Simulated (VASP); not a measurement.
# HgF6 (Fm-3m) in VASP: a series of runs

HgF6 is run at these levels: PBE; tasks: single point, relaxation of cell and atoms.

All numbers are computed with VASP 6.6.1; they aren't measurements. Logs are shortened: lines on timing, memory, paths and dates and some standing lists are left out, and cuts for length are marked.

### 1 The cell of the first run

Symmetry: Fm-3m, No. 225, cubic system. Conventional cell: a = 7.078 Å, b = 7.078 Å, c = 7.078 Å, α = 90.00°, β = 90.00°, γ = 90.00°. Within 3.3 Å of Hg (site symmetry m-3m) lie 12 F at 2.50 Å. F (site symmetry mmm) has 2 Hg at 2.50 Å and 8 F at 2.50 Å within 3.3 Å.

The cell was generated, and may not be a known phase.

### 2 Single point, PBE

The input, INCAR:

```
SYSTEM = HgF6
PREC = Accurate ; ENCUT = 520
EDIFF = 1E-7 ; ISMEAR = 0
SIGMA = 0.1 ; LREAL = .FALSE.
LASPH = .TRUE. ; NELM = 60
ALGO = Normal ; ISIF = 2
LWAVE = .FALSE. ; LCHARG = .TRUE.
GGA = PE ; LELF = .TRUE.
LVHAR = .TRUE. ; NBANDS = 36
```

The input, KPOINTS:

```
regular mesh
0
G
  4 4 4
  0 0 0
```

The input, POSCAR:

```
HgF6
1.0
    0.0000000000      3.5390906694      3.5390906694
    3.5390906694      0.0000000000      3.5390906694
    3.5390906694      3.5390906694      0.0000000000
Hg F
1 6
Direct
    0.0000000000      0.0000000000      0.0000000000
    0.5000000000      0.5000000000      0.0000000000
    0.5000000000      0.0000000000      0.5000000000
    0.0000000000      0.0000000000      0.5000000000
    0.0000000000      0.5000000000      0.0000000000
    0.0000000000      0.5000000000      0.5000000000
    0.5000000000      0.0000000000      0.0000000000
```

Potentials or basis: VASP PAW PBE potentials, release 64 (Hg, F).

On the command line:

```console
cat potpaw_PBE.64/Hg/POTCAR potpaw_PBE.64/F/POTCAR > POTCAR
mpirun -np 1 vasp_std > vasp.out
```

OUTCAR:

```text
SYSTEM = HgF6
   PREC = Accurate
   ENCUT = 520
   EDIFF = 1E-7
   ISMEAR = 0
   LREAL = .FALSE.
   LASPH = .TRUE.
   NELM = 60
   ISIF = 2
   GGA = PE

 ion  position               nearest neighbor table
   1  0.000  0.000  0.000-   4 2.50   5 2.50   7 2.50   3 2.50   4 2.50   6 2.50   2 2.50   5 2.50
                             6 2.50   2 2.50   3 2.50   7 2.50
   2  0.500  0.500  0.000-   1 2.50   1 2.50
   3  0.500  0.000  0.500-   1 2.50   1 2.50
   4  0.000  0.000  0.500-   1 2.50   1 2.50
   5  0.000  0.500  0.000-   1 2.50   1 2.50
   6  0.000  0.500  0.500-   1 2.50   1 2.50
   7  0.500  0.000  0.000-   1 2.50   1 2.50

  LATTYP: Found a face centered cubic cell.
 ALAT       =     7.0781813388

  Lattice vectors:

 A1 = (   0.0000000000,   3.5390906694,   3.5390906694)
 A2 = (   3.5390906694,   0.0000000000,   3.5390906694)
 A3 = (   3.5390906694,   3.5390906694,   0.0000000000)

Analysis of symmetry for initial positions (statically):
=====================================================================
 Subroutine PRICEL returns:
 Original cell was already a primitive cell.

 Routine SETGRP: Setting up the symmetry group for a
 face centered cubic supercell.

 Subroutine GETGRP returns: Found 48 space group operations
 (whereof 48 operations were pure point group operations)
 out of a pool of 48 trial point group operations.

The static configuration has the point symmetry O_h .

Analysis of symmetry for dynamics (positions and initial velocities):
=====================================================================
 Subroutine PRICEL returns:
 Original cell was already a primitive cell.

 Routine SETGRP: Setting up the symmetry group for a
 face centered cubic supercell.

 Subroutine GETGRP returns: Found 48 space group operations
 (whereof 48 operations were pure point group operations)
 out of a pool of 48 trial point group operations.

The dynamic configuration has the point symmetry O_h .

 Subroutine INISYM returns: Found 48 space group operations
 (whereof 48 operations are pure point group operations),
 and found     1 'primitive' translations

----------------------------------------------------------------------------------------

                                     Primitive cell

  volume of cell :      88.6554

  direct lattice vectors                    reciprocal lattice vectors
     0.000000000  3.539090669  3.539090669    -0.141279229  0.141279229  0.141279229
     3.539090669  0.000000000  3.539090669     0.141279229 -0.141279229  0.141279229
     3.539090669  3.539090669  0.000000000     0.141279229  0.141279229 -0.141279229

  length of vectors
     5.005030023  5.005030023  5.005030023     0.244702802  0.244702802  0.244702802

  position of ions in fractional coordinates (direct lattice)
     0.000000000  0.000000000  0.000000000
     0.500000000  0.500000000  0.000000000
     0.500000000  0.000000000  0.500000000
     0.000000000  0.000000000  0.500000000
     0.000000000  0.500000000  0.000000000
     0.000000000  0.500000000  0.500000000
     0.500000000  0.000000000  0.000000000

  ion indices of the primitive-cell ions
   primitive index   ion index
                 1           1
                 2           2
                 3           3
                 4           4
                 5           5
                 6           6
                 7           7

----------------------------------------------------------------------------------------

 KPOINTS: regular mesh

Automatic generation of k-mesh.
 Grid dimensions read from file:
 generate k-points for:    4    4    4

 Generating k-lattice:

  Cartesian coordinates                     Fractional coordinates (reciprocal lattice)
    -0.035319807  0.035319807  0.035319807     0.250000000  0.000000000  0.000000000
     0.035319807 -0.035319807  0.035319807     0.000000000  0.250000000  0.000000000
     0.035319807  0.035319807 -0.035319807     0.000000000  0.000000000  0.250000000

  Length of vectors
     0.061175701  0.061175701  0.061175701

  Shift w.r.t. Gamma in fractional coordinates (k-lattice)
     0.000000000  0.000000000  0.000000000

 Subroutine IBZKPT returns following result:
 ===========================================

 Found      8 irreducible k-points:

 Following reciprocal coordinates:
            Coordinates               Weight
  0.000000  0.000000  0.000000      1.000000
  0.250000  0.000000  0.000000      8.000000
  0.500000  0.000000  0.000000      4.000000
  0.250000  0.250000  0.000000      6.000000
  0.500000  0.250000  0.000000     24.000000
 -0.250000  0.250000  0.000000     12.000000
  0.500000  0.500000  0.000000      3.000000
 -0.250000  0.500000  0.250000      6.000000
   k-points           NKPTS =      8   k-points in BZ     NKDIM =      8   number of bands    NBANDS=     36
   number of dos      NEDOS =    301   number of ions     NIONS =      7
   total plane-waves  NPLWV =  64000
   dimension x,y,z NGX =    40 NGY =   40 NGZ =   40
   dimension x,y,z NGXF=    80 NGYF=   80 NGZF=   80
   ions per type =               1   6
   NGX,Y,Z   is equivalent  to a cutoff of  13.29, 13.29, 13.29 a.u.
   NGXF,Y,Z  is equivalent  to a cutoff of  26.57, 26.57, 26.57 a.u.
 SYSTEM =  HgF6
   PREC   = accura    normal or accurate (medium, high low for compatibility)
   ISTART =      0    job   : 0-new  1-cont  2-samecut
   ICHARG =      2    charge: 1-file 2-atom 10-const
   ISPIN  =      1    spin polarized calculation?
   LNONCOLLINEAR =      F non collinear calculations
   LSORBIT =      F    spin-orbit coupling
   LASPH  =      T    aspherical Exc in radial PAW
   ENCUT  =  520.0 eV  38.22 Ry    6.18 a.u.   9.31  9.31  9.31*2*pi/ulx,y,z
   NELM   =     60;   NELMIN=  2; NELMDL= -5     # of ELM steps
   EDIFF  = 0.1E-06   stopping-criterion for ELM
   LREAL  =      F    real-space projection
   EDIFFG = 0.1E-05   stopping-criterion for IOM
   NSW    =      0    number of steps for IOM
   IBRION =     -1    ionic relax: 0-MD 1-quasi-New 2-CG
   NFREE  =      0    steps in history (QN), initial steepest desc. (CG)
   ISIF   =      2    stress and relaxation
   ISYM   =      2    0-nonsym 1-usesym 2-fastsym
   POTIM  = 0.5000    time-step for ionic-motion
   TEBEG  =    0.0;   TEEND  =   0.0 temperature during run
   PSTRESS=    0.0 pullay stress
   NELECT =      54.0000    total number of electrons
   NUPDOWN=      -1.0000    fix difference up-down
   EMIN   =  10.00;   EMAX   =-10.00  energy-range for DOS
   EFERMI =   0.00;   METHOD = LEGACY
   ISMEAR =     0;   SIGMA  =   0.10  broadening in eV -4-tet -1-fermi 0-gaus
   EFERMI_NEDOS =   21; number of points for ismear=-14 and -15
   IALGO  =     38    algorithm
   IMIX   =      4    mixing-type and parameters
     AMIX     =   0.40;   BMIX     =  1.00
     AMIX_MAG =   1.60;   BMIX_MAG =  1.00
  volume/ion in A,a.u.               =      12.67        85.47
  Fermi-wavevector in a.u.,A,eV,Ry     =   1.387728  2.622426 26.201956  1.925789
  Thomas-Fermi vector in A             =   2.511922
   LORBIT       =      0    0 simple, 1 ext, 2 COOP (PROOUT), +10 PAW based schemes
   GGA     = PE    functional components
   LHFCALC =     F    Hartree Fock is set to
   AEXX    =    0.0000 exact exchange contribution
   IVDW    =     0    specifies the selected vdW correction
   LEPSILON=     F    determine dielectric tensor
   LRPA    =     F    only Hartree local field effects (RPA)
 non-spin polarized calculation
 Gauss-broadening in eV      SIGMA  =   0.10
  energy-cutoff  :      520.00
  volume of cell :       88.66
 maximum number of plane-waves:      2421
 NGX is ok and might be reduce to    40
   NGX = 19   NGY = 19   NGZ = 19

 number of electron      54.0000017 magnetization

 Free energy of the ion-electron system (eV)
  ---------------------------------------------------
  ext. energy  EPLUGINS =         0.00000000
  ---------------------------------------------------
  free energy    TOTEN  =       -11.07122489 eV

  energy without entropy =      -10.93404532  energy(sigma->0) =      -11.00263511

 E-fermi :  -3.0230     XC(G=0):  -9.8380

 val. band max:       -3.0496868073   @ k =   0.2500   0.0000   0.0000
 cond. band min:      -3.0158641253   @ k =  -0.2500   0.2500   0.0000
 fundamental gap:      0.0338226820
 Fermi energy:        -3.0230269690

 k-point     1 :       0.0000    0.0000    0.0000
  band No.  band energies     occupation
      1     -24.0463      2.00000
      2     -23.0433      2.00000
      3     -23.0433      2.00000
      4     -23.0433      2.00000
      5     -22.6107      2.00000
      6     -22.6107      2.00000
[... 28 lines left out ...]
     35      13.8435      0.00000
     36      15.7189      0.00000

 k-point     2 :       0.2500    0.0000    0.0000
  band No.  band energies     occupation
      1     -23.9040      2.00000
      2     -23.1941      2.00000
      3     -22.9808      2.00000
      4     -22.9808      2.00000
      5     -22.6750      2.00000
      6     -22.6750      2.00000
[... 28 lines left out ...]
     35      13.9899      0.00000
     36      15.1854      0.00000

 k-point     3 :       0.5000    0.0000    0.0000
  band No.  band energies     occupation
      1     -23.5704      2.00000
      2     -23.5363      2.00000
      3     -22.8364      2.00000
      4     -22.8364      2.00000
      5     -22.8212      2.00000
      6     -22.8212      2.00000
[... 28 lines left out ...]
     35      13.5681      0.00000
     36      14.8576      0.00000

 k-point     4 :       0.2500    0.2500    0.0000
  band No.  band energies     occupation
      1     -23.8602      2.00000
      2     -23.0614      2.00000
      3     -23.0498      2.00000
      4     -23.0498      2.00000
      5     -22.7988      2.00000
      6     -22.5946      2.00000
[... 28 lines left out ...]
     35      14.1394      0.00000
     36      15.3678      0.00000

 k-point     5 :       0.5000    0.2500    0.0000
  band No.  band energies     occupation
      1     -23.5953      2.00000
      2     -23.3463      2.00000
      3     -22.9920      2.00000
      4     -22.9803      2.00000
      5     -22.8586      2.00000
      6     -22.6542      2.00000
[... 28 lines left out ...]
     35      14.4982      0.00000
     36      15.1893      0.00000

 k-point     6 :      -0.2500    0.2500    0.0000
  band No.  band energies     occupation
      1     -23.6948      2.00000
      2     -23.3022      2.00000
      3     -23.0677      2.00000
      4     -22.8396      2.00000
      5     -22.8180      2.00000
      6     -22.6997      2.00000
[... 28 lines left out ...]
     35      13.9678      0.00000
     36      15.0403      0.00000

 k-point     7 :       0.5000    0.5000    0.0000
  band No.  band energies     occupation
      1     -23.5452      2.00000
      2     -23.1159      2.00000
      3     -23.0790      2.00000
      4     -23.0560      2.00000
      5     -23.0560      2.00000
      6     -22.5790      2.00000
[... 28 lines left out ...]
     35      14.8899      0.00000
     36      15.4983      0.00000

 k-point     8 :      -0.2500    0.5000    0.2500
  band No.  band energies     occupation
      1     -23.4065      2.00000
      2     -23.4065      2.00000
      3     -23.0937      2.00000
      4     -23.0776      2.00000
      5     -22.7222      2.00000
      6     -22.7222      2.00000
[... 28 lines left out ...]
     35      14.8564      0.00000
     36      15.2171      0.00000

------------------------ aborting loop because EDIFF is reached ----------------------------------------

  FORCE on cell =-STRESS in cart. coord.  units (eV):
  Direction    XX          YY          ZZ          XY          YZ          ZX
  --------------------------------------------------------------------------------------
  -------------------------------------------------------------------------------------
  Total       -0.0354120     -0.0354120     -0.0354120      0.0000000      0.0000000      0.0000000
  in kB       -0.6399654     -0.6399654     -0.6399654      0.0000000      0.0000000      0.0000000
  external PRESSURE =      -0.6399654 kB  Pullay stress =       0.0000000 kB

 VOLUME and BASIS-vectors are now :
 -----------------------------------------------------------------------------
  energy-cutoff  :      520.00
  volume of cell :       88.66
      direct lattice vectors                 reciprocal lattice vectors
     0.000000000  3.539090669  3.539090669    -0.141279229  0.141279229  0.141279229
     3.539090669  0.000000000  3.539090669     0.141279229 -0.141279229  0.141279229
     3.539090669  3.539090669  0.000000000     0.141279229  0.141279229 -0.141279229

 POSITION                                       TOTAL-FORCE (eV/Angst)
 -----------------------------------------------------------------------------------
      0.00000      0.00000      0.00000        -0.000000      0.000000      0.000000
      1.76955      1.76955      3.53909        -0.000000      0.000000     -0.000000
      1.76955      3.53909      1.76955        -0.000000      0.000000      0.000000
      1.76955      1.76955      0.00000         0.000000     -0.000000     -0.000000
      1.76955      0.00000      1.76955         0.000000      0.000000      0.000000
      3.53909      1.76955      1.76955        -0.000000      0.000000     -0.000000
      0.00000      1.76955      1.76955         0.000000      0.000000      0.000000
 -----------------------------------------------------------------------------------
    total drift:                                0.000000     -0.000000      0.000000

  FREE ENERGIE OF THE ION-ELECTRON SYSTEM (eV)
  ---------------------------------------------------
  free  energy   TOTEN  =       -11.0712248878 eV

  energy  without entropy=      -10.9340453237  energy(sigma->0) =      -11.00263511
```

Run time: 72 s. Hardware: 1 thread of AMD EPYC 7R13, shared host; peak memory 0.21 GiB.

Results:

```yaml
Free_energy: -11.0712 eV
Pressure: -0.1 GPa
Band_gap_on_the_k_mesh: zero (bands 27 and 28 overlap by 0.13 eV)
```

Caveat: the k points lie up to 0.38 Å⁻¹ apart; spin-orbit coupling is left out, which moves the levels of the heavy elements.

### 3 Single point, PBE

This run uses another cell than the first one, of 14.44 Å³/atom.

The input, INCAR:

```
SYSTEM = HgF6
ALGO     = Normal         ! electronic algorithm
EDIFF    = 1E-7           ! SCF threshold, eV
ENCUT    = 520            ! plane-wave cutoff, eV
GGA      = PE             ! functional
ISIF     = 2              ! what is computed and relaxed
ISMEAR   = 0              ! smearing method
LASPH    = .True.         ! aspherical terms in the spheres
LCHARG   = .False.        ! write CHGCAR
LREAL    = .False.        ! projectors in reciprocal space
LWAVE    = .False.        ! write WAVECAR
NBANDS   = 36             ! bands
NELM     = 60             ! most SCF steps
PREC     = Accurate       ! precision mode
SIGMA    = 0.1            ! smearing width, eV
```

The input, KPOINTS:

```
k-points
0
Gamma
  4 4 4
  0 0 0
```

POSCAR, as its differences from that of step 2:

```diff
@@ -2,5 +2,5 @@
 1.0
-    0.0000000000      3.5390906694      3.5390906694
-    3.5390906694      0.0000000000      3.5390906694
-    3.5390906694      3.5390906694      0.0000000000
+    0.0000000000      3.6973003300      3.6973003300
+    3.6973003300      0.0000000000      3.6973003300
+    3.6973003300      3.6973003300      0.0000000000
 Hg F
```

Potentials or basis: VASP PAW PBE potentials, release 64 (Hg, F).

On the command line:

```console
cat potpaw_PBE.64/Hg/POTCAR potpaw_PBE.64/F/POTCAR > POTCAR
mpirun -np 1 vasp_std > vasp.out
```

It took 65 s on 1 thread of AMD EPYC 7R13, shared host; peak memory 0.21 GiB.

It converged, with:

| Property | Result |
| --- | --- |
| Free energy | -10.8632 eV |
| Pressure | -5.4 GPa |
| Band gap on the k mesh | zero (bands 27 and 28 overlap by 0.11 eV) |

Levels at points of the mesh, in eV from the Fermi level:
| k point | band 25 | band 26 | band 27 | band 28 | band 29 | band 30 |
| --- | --- | --- | --- | --- | --- | --- |
| (0.00, 0.00, 0.00) | 0.08 | 0.08 | 0.08 | 0.08 | 0.08 | 1.82 |
| (0.50, 0.00, 0.00) | -0.12 | 0.05 | 0.05 | 0.07 | 0.07 | 3.96 |
| (0.50, 0.50, 0.00) | -0.39 | -0.01 | -0.01 | 0.07 | 0.10 | 4.47 |

Caveat: the k points lie up to 0.37 Å⁻¹ apart; spin-orbit coupling is left out, which moves the levels of the heavy elements.

[end of part 1 of 2]

The gap in the log of VASP goes by the Fermi energy; the results here count the filled bands.